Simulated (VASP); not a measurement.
PtSe2: relaxation of cell and atoms with PBE

PtSe2:

```
Pt Se
1.0
     3.73637    0.00000    0.00000
    -1.86819    3.23579    0.00000
     0.00000    0.00000    5.07882
Pt Se
1 2
Direct
  0.00000 0.00000 0.00000
  0.33333 0.66667 0.25000
  0.66667 0.33333 0.75000
```

```
Program                : VASP 6.6.1
Task                   : relaxation of cell and atoms
Functional             : PBE
Potentials or basis    : VASP PAW PBE potentials, release 64 (Pt, Se)
Cutoff                 : 600 eV
k mesh                 : 6 × 6 × 4
Occupations            : gaussian, width 0.05 eV
Spin                   : no spin polarisation
Dipole correction      : no
Further INCAR settings : ALGO = Normal; EDIFF = 1e-06; IBRION = 2; EDIFFG = -0.03; NSW = 80; ISIF = 3
```

- Relaxed volume: 24.51 Å³/atom
- Relaxed cell: a = 3.758 Å, b = 3.758 Å, c = 6.013 Å, α = 90.00°, β = 90.00°, γ = 120.00°
- Space group after relaxing (to 0.05 Å): P-3m1 (No. 164)
- Energy gained by relaxing: 28.5 meV/atom
- Ionic steps: 20
- Pressure after relaxing: 0.0 GPa
- Largest force after relaxing: 0.024 eV/Å
- Band gap on the k mesh: 0.90 eV, indirect (least direct gap 1.25 eV)

Forces in eV/Å, atoms in the order of the input:
```
Pt   0.000  0.000  0.000
Se   0.000  0.000 -0.024
Se   0.000  0.000  0.024
```

The path:
| step | energy change (eV) | largest force (eV/Å) | pressure (GPa) | volume (Å³) |
| --- | --- | --- | --- | --- |
| 1 | 0.0000 | 0.4348 | 5.94 | 61.40 |
| 2 | 0.0643 | 0.8296 | -6.82 | 68.40 |
| 3 | -0.0497 | 0.1300 | 0.06 | 64.04 |
| 4 | -0.0497 | 0.1202 | 0.16 | 63.99 |
| 5 | -0.0515 | 0.1138 | 0.15 | 64.19 |
| 6 | -0.0566 | 0.0793 | 0.13 | 64.79 |
| 7 | -0.0633 | 0.0160 | 0.17 | 66.00 |
| 8 | -0.0675 | 0.1826 | 0.50 | 68.42 |
| 9 | -0.0691 | 0.1551 | 0.30 | 68.72 |
| 10 | -0.0727 | 0.0741 | -0.24 | 69.64 |
| 11 | -0.0750 | 0.0836 | -1.22 | 71.47 |
| 12 | -0.0764 | 0.0890 | -1.17 | 71.68 |
| 13 | -0.0801 | 0.1049 | -0.97 | 72.32 |
| 14 | -0.0840 | 0.1266 | -0.53 | 73.56 |
| 15 | -0.0842 | 0.1305 | -0.42 | 73.84 |
| 16 | -0.0850 | 0.0775 | -0.12 | 73.59 |
| 17 | -0.0851 | 0.0407 | 0.10 | 73.41 |
| 18 | -0.0851 | 0.0361 | 0.13 | 73.39 |
| 19 | -0.0852 | 0.0331 | 0.10 | 73.42 |
| 20 | -0.0854 | 0.0243 | 0.00 | 73.53 |

Final structure:
```xyz
3
Lattice="3.7577 0.0000 0.0000 -1.8788 3.2543 0.0000 0.0000 0.0000 6.0126" Properties=species:S:1:pos:R:3 pbc="T T T"
Pt    0.0000    0.0000    0.0000
Se    0.0000    2.1695    1.3045
Se    1.8788    1.0848    4.7081
```

Levels at points of the mesh, in eV from the valence-band top:
| k point | band 7 | band 8 | band 9 | band 10 | band 11 | band 12 | band 13 | band 14 | band 15 |
| --- | --- | --- | --- | --- | --- | --- | --- | --- | --- |
| (0.00, 0.00, 0.00) | -3.21 | -1.84 | -0.44 | -0.44 | -0.02 | 2.38 | 2.38 | 4.15 | 4.91 |
| (0.50, 0.00, 0.00) | -2.71 | -2.65 | -2.34 | -2.31 | -2.24 | 1.62 | 2.41 | 4.66 | 5.97 |
| (0.00, 0.00, 0.50) | -3.21 | -1.77 | -1.38 | -0.52 | -0.52 | 2.55 | 2.55 | 5.16 | 5.92 |
| (0.50, 0.00, 0.50) | -2.73 | -2.71 | -2.41 | -2.20 | -1.35 | 1.98 | 2.06 | 4.31 | 5.49 |

Run time: 4.6 min on 1 thread of Intel(R) Xeon(R) Platinum 8559C (Emerald Rapids), on a shared host, peak memory 0.21 GiB.

Caveat: the volume moved by over 15 % at a fixed basis, so the end points are rough; spin-orbit coupling is left out, which moves the levels of the heavy elements; this functional lacks dispersion, which binds the layers, so the pressure and a relaxed spacing across them are unreliable; the volume moved by +20 % from the deposited cell, more than functionals usually miss. Zero-point motion and thermal expansion aren't in these numbers.
